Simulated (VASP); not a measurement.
# Pb (Fd-3m) in VASP: notebook

Runs on Pb. Level: LDA. Tasks: electric field gradients.

All numbers are computed with VASP 6.6.1; they aren't measurements. Logs are shortened: lines on timing, memory, paths and dates and some standing lists are left out, and cuts for length are marked.

**1. The cell of the first run**

Symmetry: Fd-3m, No. 227, cubic system. The conventional cell has a = 6.855 Å, b = 6.855 Å, c = 6.855 Å, α = 90.00°, β = 90.00°, γ = 90.00°. Within 3.9 Å of Pb (site symmetry -43m) lie 4 Pb at 2.97 Å.

**2. Electric field gradients, LDA (volume scaled by 0.99)**

Input file INCAR:

```
SYSTEM = Pb
PREC     = Accurate       ! precision mode
ENCUT    = 520            ! plane-wave cutoff, eV
EDIFF    = 1E-8           ! SCF threshold, eV
ISMEAR   = -1             ! smearing method
SIGMA    = 0.05           ! smearing width, eV
LREAL    = .False.        ! projectors in reciprocal space
LASPH    = .True.         ! aspherical terms in the spheres
NELM     = 100            ! most SCF steps
ALGO     = Normal         ! electronic algorithm
ISIF     = 2              ! what is computed and relaxed
LWAVE    = .False.        ! write WAVECAR
LCHARG   = .False.        ! write CHGCAR
LEFG     = .True.       
NBANDS   = 21             ! bands
```

Input file KPOINTS:

```
regular mesh
0
Gamma
  8 8 8
  0 0 0
```

Input file POSCAR:

```
Pb
1.0
    0.0000000000      3.4274982972      3.4274982972
    3.4274982972      0.0000000000      3.4274982972
    3.4274982972      3.4274982972      0.0000000000
Pb
2
Direct
    0.0000000000      0.0000000000      0.0000000000
    0.2500000000      0.2500000000      0.2500000000
```

Potentials or basis: VASP PAW LDA potentials, release 64 (Pb_d).

Launch:

```bash
> cat potpaw_LDA.64/Pb_d/POTCAR > POTCAR
> mpirun -np 1 vasp_std > vasp.out
```

OUTCAR:

```text
SYSTEM = Pb
   PREC = Accurate
   ENCUT = 520
   EDIFF = 1E-8
   ISMEAR = -1
   LREAL = .False.
   LASPH = .True.
   NELM = 100
   ISIF = 2

 ion  position               nearest neighbor table
   1  0.000  0.000  0.000-   2 2.97   2 2.97   2 2.97   2 2.97
   2  0.250  0.250  0.250-   1 2.97   1 2.97   1 2.97   1 2.97

  LATTYP: Found a face centered cubic cell.
 ALAT       =     6.8549965944

  Lattice vectors:

 A1 = (   0.0000000000,   3.4274982972,   3.4274982972)
 A2 = (   3.4274982972,   0.0000000000,   3.4274982972)
 A3 = (   3.4274982972,   3.4274982972,   0.0000000000)

Analysis of symmetry for initial positions (statically):
=====================================================================
 Subroutine PRICEL returns:
 Original cell was already a primitive cell.

 Routine SETGRP: Setting up the symmetry group for a
 face centered cubic supercell.

 Subroutine GETGRP returns: Found 48 space group operations
 (whereof 24 operations were pure point group operations)
 out of a pool of 48 trial point group operations.

The static configuration has the point symmetry T_d .
 The point group associated with its full space group is O_h .

Analysis of symmetry for dynamics (positions and initial velocities):
=====================================================================
 Subroutine PRICEL returns:
 Original cell was already a primitive cell.

 Routine SETGRP: Setting up the symmetry group for a
 face centered cubic supercell.

 Subroutine GETGRP returns: Found 48 space group operations
 (whereof 24 operations were pure point group operations)
 out of a pool of 48 trial point group operations.

The dynamic configuration has the point symmetry T_d .
 The point group associated with its full space group is O_h .

 Subroutine INISYM returns: Found 48 space group operations
 (whereof 24 operations are pure point group operations),
 and found     1 'primitive' translations

----------------------------------------------------------------------------------------

                                     Primitive cell

  volume of cell :      80.5307

  direct lattice vectors                    reciprocal lattice vectors
     0.000000000  3.427498297  3.427498297    -0.145878993  0.145878993  0.145878993
     3.427498297  0.000000000  3.427498297     0.145878993 -0.145878993  0.145878993
     3.427498297  3.427498297  0.000000000     0.145878993  0.145878993 -0.145878993

  length of vectors
     4.847214577  4.847214577  4.847214577     0.252669828  0.252669828  0.252669828

  position of ions in fractional coordinates (direct lattice)
     0.000000000  0.000000000  0.000000000
     0.250000000  0.250000000  0.250000000

  ion indices of the primitive-cell ions
   primitive index   ion index
                 1           1
                 2           2

----------------------------------------------------------------------------------------

 KPOINTS: regular mesh

Automatic generation of k-mesh.
 Grid dimensions read from file:
 generate k-points for:    8    8    8

 Generating k-lattice:

  Cartesian coordinates                     Fractional coordinates (reciprocal lattice)
    -0.018234874  0.018234874  0.018234874     0.125000000  0.000000000  0.000000000
     0.018234874 -0.018234874  0.018234874     0.000000000  0.125000000  0.000000000
     0.018234874  0.018234874 -0.018234874     0.000000000  0.000000000  0.125000000

  Length of vectors
     0.031583728  0.031583728  0.031583728

  Shift w.r.t. Gamma in fractional coordinates (k-lattice)
     0.000000000  0.000000000  0.000000000

 Subroutine IBZKPT returns following result:
 ===========================================

 Found     29 irreducible k-points:

 Following reciprocal coordinates:
            Coordinates               Weight
  0.000000  0.000000  0.000000      1.000000
  0.125000  0.000000  0.000000      8.000000
  0.250000  0.000000  0.000000      8.000000
  0.375000  0.000000  0.000000      8.000000
  0.500000  0.000000  0.000000      4.000000
  0.125000  0.125000  0.000000      6.000000
[... 16 lines left out ...]
  0.500000  0.250000  0.125000     48.000000
 -0.375000  0.250000  0.125000     24.000000
 [... further k-points ...]
   k-points           NKPTS =     29   k-points in BZ     NKDIM =     29   number of bands    NBANDS=     21
   number of dos      NEDOS =    301   number of ions     NIONS =      2
   total plane-waves  NPLWV =  46656
   dimension x,y,z NGX =    36 NGY =   36 NGZ =   36
   dimension x,y,z NGXF=    72 NGYF=   72 NGZF=   72
   ions per type =               2
   NGX,Y,Z   is equivalent  to a cutoff of  12.35, 12.35, 12.35 a.u.
   NGXF,Y,Z  is equivalent  to a cutoff of  24.69, 24.69, 24.69 a.u.
 SYSTEM =  Pb
   PREC   = accura    normal or accurate (medium, high low for compatibility)
   ISTART =      0    job   : 0-new  1-cont  2-samecut
   ICHARG =      2    charge: 1-file 2-atom 10-const
   ISPIN  =      1    spin polarized calculation?
   LNONCOLLINEAR =      F non collinear calculations
   LSORBIT =      F    spin-orbit coupling
   LASPH  =      T    aspherical Exc in radial PAW
   ENCUT  =  520.0 eV  38.22 Ry    6.18 a.u.   9.01  9.01  9.01*2*pi/ulx,y,z
   NELM   =    100;   NELMIN=  2; NELMDL= -5     # of ELM steps
   EDIFF  = 0.1E-07   stopping-criterion for ELM
   LREAL  =      F    real-space projection
   EDIFFG = 0.1E-06   stopping-criterion for IOM
   NSW    =      0    number of steps for IOM
   IBRION =     -1    ionic relax: 0-MD 1-quasi-New 2-CG
   NFREE  =      0    steps in history (QN), initial steepest desc. (CG)
   ISIF   =      2    stress and relaxation
   ISYM   =      2    0-nonsym 1-usesym 2-fastsym
   POTIM  = 0.5000    time-step for ionic-motion
   TEBEG  =    0.0;   TEEND  =   0.0 temperature during run
   PSTRESS=    0.0 pullay stress
   NELECT =      28.0000    total number of electrons
   NUPDOWN=      -1.0000    fix difference up-down
   EMIN   =  10.00;   EMAX   =-10.00  energy-range for DOS
   EFERMI =   0.00;   METHOD = LEGACY
   ISMEAR =    -1;   SIGMA  =   0.05  broadening in eV -4-tet -1-fermi 0-gaus
   EFERMI_NEDOS =   21; number of points for ismear=-14 and -15
   IALGO  =     38    algorithm
   IMIX   =      4    mixing-type and parameters
     AMIX     =   0.40;   BMIX     =  1.00
     AMIX_MAG =   1.60;   BMIX_MAG =  1.00
  volume/ion in A,a.u.               =      40.27       271.72
  Fermi-wavevector in a.u.,A,eV,Ry     =   1.151172  2.175400 18.030403  1.325197
  Thomas-Fermi vector in A             =   2.287831
   LORBIT       =      0    0 simple, 1 ext, 2 COOP (PROOUT), +10 PAW based schemes
   GGA     = CA    functional components
   LHFCALC =     F    Hartree Fock is set to
   AEXX    =    0.0000 exact exchange contribution
   IVDW    =     0    specifies the selected vdW correction
   LEPSILON=     F    determine dielectric tensor
   LRPA    =     F    only Hartree local field effects (RPA)
 non-spin polarized calculation
  energy-cutoff  :      520.00
  volume of cell :       80.53
 maximum number of plane-waves:      2200
   NGX = 17   NGY = 17   NGZ = 17

 number of electron      28.0000005 magnetization

 Free energy of the ion-electron system (eV)
  ---------------------------------------------------
  ext. energy  EPLUGINS =         0.00000000
  ---------------------------------------------------
  free energy    TOTEN  =        -7.89280918 eV

  energy without entropy =       -7.88869652  energy(sigma->0) =       -7.89075285

 E-fermi :   4.1931     XC(G=0):  -8.8058

 val. band max:        3.8782220965   @ k =   0.1250   0.1250   0.0000
 cond. band min:       4.2082687090   @ k =  -0.1250   0.1250   0.0000
 fundamental gap:      0.3300466125
 Fermi energy:         4.1931261500

 k-point     1 :       0.0000    0.0000    0.0000
  band No.  band energies     occupation
      1     -13.0325      2.00000
      2     -13.0325      2.00000
      3     -13.0325      2.00000
      4     -12.9509      2.00000
      5     -12.9509      2.00000
      6     -12.5076      2.00000
[... 13 lines left out ...]
     20      12.0885      0.00000
     21      12.0885      0.00000

 k-point     2 :       0.1250    0.0000    0.0000
  band No.  band energies     occupation
      1     -13.0482      2.00000
      2     -13.0482      2.00000
      3     -13.0289      2.00000
      4     -12.9284      2.00000
      5     -12.9284      2.00000
      6     -12.5336      2.00000
[... 13 lines left out ...]
     20      11.4555      0.00000
     21      11.4559      0.00000
[... 487 lines left out ...]
      5     -12.7943      2.00000
      6     -12.6989      2.00000
[... 13 lines left out ...]
     20      11.6063      0.00000
     21      12.6023      0.00000

 k-point    24 :      -0.3750    0.2500    0.1250
  band No.  band energies     occupation
      1     -13.1249      2.00000
      2     -13.1012      2.00000
      3     -12.9431      2.00000
      4     -12.8229      2.00000
      5     -12.7971      2.00000
      6     -12.6930      2.00000
[... 13 lines left out ...]
     20      12.0404      0.00000
     21      12.7931      0.00000

 [... further k-points ...]
[... 5 lines left out ...]
  --------------------------------------------------------------------------------------
  -------------------------------------------------------------------------------------
  Total       -0.2040486     -0.2040486     -0.2040486     -0.0000000     -0.0000000     -0.0000000
  in kB       -4.0595921     -4.0595921     -4.0595921     -0.0000000     -0.0000000     -0.0000000
  external PRESSURE =      -4.0595921 kB  Pullay stress =       0.0000000 kB

 VOLUME and BASIS-vectors are now :
 -----------------------------------------------------------------------------
  energy-cutoff  :      520.00
  volume of cell :       80.53
      direct lattice vectors                 reciprocal lattice vectors
     0.000000000  3.427498297  3.427498297    -0.145878993  0.145878993  0.145878993
     3.427498297  0.000000000  3.427498297     0.145878993 -0.145878993  0.145878993
     3.427498297  3.427498297  0.000000000     0.145878993  0.145878993 -0.145878993

 POSITION                                       TOTAL-FORCE (eV/Angst)
 -----------------------------------------------------------------------------------
      0.00000      0.00000      0.00000         0.000000      0.000000      0.000000
      1.71375      1.71375      1.71375        -0.000000     -0.000000     -0.000000
 -----------------------------------------------------------------------------------
    total drift:                                0.000000      0.000000      0.000000

  FREE ENERGIE OF THE ION-ELECTRON SYSTEM (eV)
  ---------------------------------------------------
  free  energy   TOTEN  =        -7.8928091809 eV

  energy  without entropy=       -7.8886965162  energy(sigma->0) =       -7.89075285

 Electric field gradients (V/A^2)
---------------------------------------------------------------------
 ion       V_xx      V_yy      V_zz      V_xy      V_xz      V_yz
---------------------------------------------------------------------
   1       0.000     0.000     0.000    -0.000    -0.000    -0.000
   2       0.000     0.000     0.000    -0.000    -0.000    -0.000
---------------------------------------------------------------------

 Electric field gradients after diagonalization (V/A^2)
 (convention: |V_zz| > |V_xx| > |V_yy|)
----------------------------------------------------------------------
 ion       V_xx      V_yy      V_zz     asymmetry (V_yy - V_xx)/ V_zz
----------------------------------------------------------------------
   1       0.000     0.000    -0.000       0.000
   2       0.000     0.000    -0.000       0.000
----------------------------------------------------------------------

           NMR quadrupolar parameters

 Cq : quadrupolar parameter    Cq=e*Q*V_zz/h
 eta: asymmetry parameters     (V_yy - V_xx)/ V_zz
 Q  : nuclear electric quadrupole moment in mb (millibarn)
----------------------------------------------------------------------
 ion       Cq(MHz)       eta       Q (mb)
----------------------------------------------------------------------
   1      -0.000       0.000       1.000
   2      -0.000       0.000       1.000
----------------------------------------------------------------------
```

It took 16 s on 1 thread of Intel Xeon 6975P-C (Granite Rapids), shared host; peak memory 0.18 GiB.

What came out:

| Item | Value |
| --- | --- |
| Free energy | -7.8928 eV |
| Pressure | -0.4 GPa |
| Band gap on the k mesh | zero (band 14 reaches 4.55 eV, above the bottom of band 15 at 3.38 eV) |

Caveat: without QUAD_EFG the Cq values of the log hold for a quadrupole moment of 1 mb, not for the nuclei; spin-orbit coupling is left out, which moves the levels of the heavy elements.

[end of part 1 of 3]
